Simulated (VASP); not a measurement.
Here is a VASP 6.6.1 calculation.

Contents of INCAR:

```
PREC     = Accurate       # precision mode
ENCUT    = 520            # plane-wave cutoff, eV
EDIFF    = 1E-6           # SCF threshold, eV
ISMEAR   = -1             # smearing method
SIGMA    = 0.002          # smearing width, eV
LREAL    = Auto         
LASPH    = True           # aspherical terms in the spheres
NELM     = 60             # most SCF steps
ALGO     = Normal         # electronic algorithm
ISIF     = 2              # what is computed and relaxed
LWAVE    = False          # write WAVECAR
LCHARG   = False          # write CHGCAR
GGA      = PE             # functional
NBANDS   = 130            # bands
```

KPOINTS

```
Automatic mesh
0
Gamma
  2 1 1
```

Contents of POSCAR:

```
H8C20Cl
1.0
    5.0487420000      0.0000000000      0.0000000000
    0.0000000000     10.0974850000      0.0000000000
    0.0000000000      0.0000000000     17.1647000000
H C Cl
16 40 2
Direct
    0.4277897346      0.0000000000      0.0582591015
    0.0722160095      0.0000000000      0.0582591015
    0.9277954786      0.0000000000      0.0582591015
    0.5722217535      0.0000000000      0.0582591015
    0.4277897346      0.2500028472      0.0582591015
    0.0722160095      0.2500028472      0.0582591015
    0.9277954786      0.2500028472      0.0582591015
    0.5722217535      0.2500028472      0.0582591015
    0.4277897346      0.4999957910      0.0582591015
    0.0722160095      0.4999957910      0.0582591015
    0.9277954786      0.4999957910      0.0582591015
    0.5722217535      0.4999957910      0.0582591015
    0.4277897346      0.7499986383      0.0582591015
    0.0722160095      0.7499986383      0.0582591015
    0.9277954786      0.7499986383      0.0582591015
    0.5722217535      0.7499986383      0.0582591015
    0.2500028720      0.0000000000      0.0952361533
    0.7500086160      0.0000000000      0.0952361533
    0.2500028720      0.2500028472      0.0952361533
    0.7500086160      0.2500028472      0.0952361533
    0.2500028720      0.4999957910      0.0952361533
    0.7500086160      0.4999957910      0.0952361533
    0.2500028720      0.7499986383      0.0952361533
    0.7500086160      0.7499986383      0.0952361533
    0.2500028720      0.1250014236      0.1472324014
    0.7500086160      0.1250014236      0.1472324014
    0.2500028720      0.3750042709      0.1472324014
    0.7500086160      0.3750042709      0.1472324014
    0.2500028720      0.6249972147      0.1472324014
    0.7500086160      0.6249972147      0.1472324014
    0.2500028720      0.8750000619      0.1472324014
    0.7500086160      0.8750000619      0.1472324014
   -0.0005149798      0.1313198287      0.2002714874
    0.5007980206      0.1314683805      0.2003880056
   -0.0000990346      0.3671211198      0.2041282399
    0.5002632339      0.3669527610      0.2042272804
    0.0000000000      0.6313750404      0.2003938315
    0.5000255509      0.6313750404      0.2003938315
    0.0000198069      0.8670772970      0.2042214545
    0.5000849717      0.8671466212      0.2042680618
    0.0002178761     -0.0007427592      0.2515453227
    0.5003820754     -0.0008318903      0.2515103672
    0.0002574899      0.2488441429      0.2621368273
    0.5009564759      0.2493393157      0.2621776087
   -0.0000198069      0.4993223560      0.2518133145
    0.4999661302      0.4992629353      0.2518249664
    0.0000000000      0.7486517682      0.2628359365
    0.5000057440      0.7486814786      0.2628475884
    0.2501019066      0.0594702542      0.2922101755
    0.7516525899      0.0579847358      0.2929209366
    0.2511912869      0.1990495653      0.2995974296
    0.7515535553      0.1985741994      0.3011005144
    0.2499830651      0.5594165280      0.2936433494
    0.7499888091      0.5594165280      0.2936316976
    0.2499830651      0.6972330239      0.3020792673
    0.7500482298      0.6972924446      0.3020792673
    0.1611688615      0.0870414762      0.4206423649
    0.5194561338      0.1819958138      0.4223377047
```

Potentials or basis: VASP PAW PBE potentials, release 64 (H, C, Cl).

Command:

```bash
$ cat potpaw_PBE.64/H/POTCAR potpaw_PBE.64/C/POTCAR potpaw_PBE.64/Cl/POTCAR > POTCAR
$ mpirun -np 1 vasp_std > vasp.out
```

Predict the band gap on the k mesh.

0.26 eV (least direct gap 0.36 eV).

Estimate the largest force.

8.937 eV/Å.

Forces in eV/Å, atoms in the order of the input:
```
H   -8.936 -0.055  0.103
H    8.922 -0.059  0.098
H   -8.919 -0.060  0.100
H    8.936 -0.061  0.103
H   -8.916  0.058  0.009
H    8.914  0.051  0.010
H   -8.897  0.042  0.024
H    8.902  0.052  0.022
H   -8.925 -0.067  0.097
H    8.927 -0.065  0.095
H   -8.928 -0.064  0.091
H    8.923 -0.069  0.097
H   -8.909  0.056  0.016
H    8.911  0.059  0.017
H   -8.905  0.062  0.020
H    8.903  0.058  0.017
C    0.015  0.039  1.864
C   -0.015  0.031  1.869
C    0.015 -0.013  0.845
C   -0.006  0.006  0.921
C    0.005  0.045  1.808
C    0.011  0.044  1.797
C    0.008 -0.022  0.861
C   -0.008 -0.023  0.871
C    0.024  1.561 -1.099
C    0.083  1.320 -1.059
C    0.024 -1.585  0.903
C   -0.006 -1.545  0.889
C    0.002  1.427 -0.947
C    0.000  1.424 -0.948
C   -0.003 -1.715  0.937
C    0.015 -1.678  0.957
C    0.140 -1.893 -3.346
C   -0.294 -1.797 -3.157
C    0.017  3.041  0.831
C    0.037  3.116  0.682
C    0.006 -1.830 -3.189
C   -0.010 -1.827 -3.185
C    0.054  2.988  0.860
C   -0.067  2.920  0.856
C   -0.019  3.953  2.216
C    0.393  3.881  2.608
C    0.113 -2.021 -2.138
C    0.303 -2.160 -2.732
C   -0.006  4.342  2.572
C    0.020  4.354  2.581
C   -0.013 -2.842 -2.052
C    0.019 -2.857 -2.047
C   -0.045 -3.943 -0.925
C    0.500 -4.206 -0.356
C    0.872  2.215 -1.749
C   -0.296  1.617 -0.178
C    0.010 -1.985 -0.608
C   -0.013 -1.970 -0.587
C   -0.001 -0.462 -0.650
C   -0.004 -0.484 -0.657
Cl  -3.834 -2.785  2.783
Cl   1.949  1.380  0.179
```

Caveat: the k points lie up to 0.62 Å⁻¹ apart.
